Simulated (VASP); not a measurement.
KF, 2 atoms in the cell. It takes space group Fm-3m (No. 225, cubic). Conventional cell: a = 5.452 Å, b = 5.452 Å, c = 5.452 Å, α = 90.00°, β = 90.00°, γ = 90.00°. K (site symmetry m-3m) has 6 F at 2.73 Å within 3.6 Å. F (site symmetry m-3m) has 6 K at 2.73 Å within 3.6 Å.  This cell differs from its parent crystal: volume scaled by 1.06.

| Quantity | Value |
| --- | --- |
| Program | VASP 6.6.1 |
| Task | single point |
| Functional | PBE |
| Potentials or basis | VASP PAW PBE potentials, release 64 (K_sv, F) |
| Cutoff | 520 eV |
| k mesh | 9 × 9 × 9 |
| Occupations | fermi-dirac, width 0.01 eV |
| Spin | no spin polarisation |
| Dipole correction | no |
| Further INCAR settings | ALGO = Normal; EDIFF = 1e-07; NBANDS = 15 |

Potentials or basis: VASP PAW PBE potentials, release 64 (K_sv, F).

Run with:

```bash
$ cat potpaw_PBE.64/K_sv/POTCAR potpaw_PBE.64/F/POTCAR > POTCAR
$ mpirun -np 1 vasp_std > vasp.out
```

Hardware: 1 thread of AMD EPYC 7R13, on a shared host.

**Question.** Estimate the wall time of this run.

**Answer.** Wall time 62 s on 1 thread of AMD EPYC 7R13, on a shared host, peak memory 0.15 GiB. Counts: scf iterations 14, k points 35.
